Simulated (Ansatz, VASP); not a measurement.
**BN: VASP beside Ansatz**

File INCAR:

```
SYSTEM = BN
  ALGO = Normal
  EDIFF = 1E-6
  ENCUT = 520
  GGA = PE
  ISIF = 2
  ISMEAR = -1
  LASPH = .True.
  LCHARG = .False.
  LREAL = .False.
  LWAVE = .False.
  NBANDS = 16
  NELM = 60
  PREC = Accurate
  SIGMA = 0.05
```

The input KPOINTS:

```
k-points
0
Gamma
  12 12 6
  0 0 0
```

The input POSCAR:

```
BN
1.0
    2.5708536019      0.0000000000      0.0000000000
   -1.2854268010      2.2264245287      0.0000000000
    0.0000000000      0.0000000000      4.2548482330
N B
2 2
Direct
    0.3333333333      0.6666666667      0.1252760000
    0.6666666667      0.3333333333      0.6252760000
    0.3333333333      0.6666666667      0.4997240000
    0.6666666667      0.3333333333      0.9997240000
```

File input.yaml:

```yaml
crystal:
  lattice:
    - [2.5708536019, 0.0, 0.0]
    - [-1.285426801, 2.2264245287, 0.0]
    - [0.0, 0.0, 4.254848233]
  atoms:
    - { symbol: "N", position: [0.3333333333, 0.6666666667, 0.125276] }
    - { symbol: "N", position: [0.6666666667, 0.3333333333, 0.625276] }
    - { symbol: B, position: [0.3333333333, 0.6666666667, 0.499724] }
    - { symbol: B, position: [0.6666666667, 0.3333333333, 0.999724] }
hamiltonian:
  xc: pbe
  pseudopotentials: { kind: paw, azcp: { folder: soft_1 } }
kpoints:
  mp_grid: { grid: [12, 12, 6] }
scf:
  occupations: { method: fermi_dirac, width: 0.05 }
output:
  forces: true
  stress: true
  eigenvalues: true
```

Alike in both runs: task single point; functional PBE; k mesh 12 × 12 × 6; occupations fermi-dirac, width 0.05 eV; no spin polarisation.

|  | VASP | Ansatz |
| --- | --- | --- |
| version | VASP 6.6.1 | Ansatz 0.2.0 |
| potentials or method | VASP PAW PBE potentials, release 64 (N, B) | Ansatz PAW soft_1 |
| plane-wave cutoff (eV) | 520 | 420 |
| valence electrons in the cell | 16 | 16 |

```tsv
	VASP	Ansatz	Ansatz less VASP
gap on the k mesh at the Fermi level (eV)	5.23	5.24	+0.010
least direct gap on the mesh (eV)	8.14	8.14	+0.002
pressure (GPa)	-7.0	-7.3	-0.34
traceless stress, the component that is largest in VASP (GPa)	-0.56	-0.51	+0.047
rms of the force components (eV/Å)	0.017	0.019	+0.0019
```

Atom by atom the forces differ by 0.002 eV/Å (rms over components).
